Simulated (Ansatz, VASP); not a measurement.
**Tl: VASP beside Ansatz**

```
Tl
1.0
     3.26456    0.00000    0.00000
     0.00000    3.26456    0.00000
     0.00000    0.00000    3.26456
Tl
1
Direct
  0.00000 0.00000 0.00000
```

Alike in both runs: task single point; functional r2SCAN; k mesh 11 × 11 × 11; occupations fermi-dirac, width 0.1 eV; no spin polarisation.

|  | VASP | Ansatz |
| --- | --- | --- |
| version | VASP 6.6.1 | Ansatz 0.2.0 |
| potentials or method | VASP PAW PBE potentials, release 64 (Tl_d), cutoff 520 eV | plane waves (500 eV) with PAW, scalar-relativistic |
| valence electrons in the cell | 13 | 13 |

|  | VASP | Ansatz | Ansatz less VASP |
| --- | --- | --- | --- |
| pressure (GPa) | -1.6 | -1.6 | +0.03 |

VASP's potentials were made for PBE, not for r2SCAN. The functional is the same, so the differences come from potentials, cutoffs and numerics.

Spin-orbit coupling is off throughout.
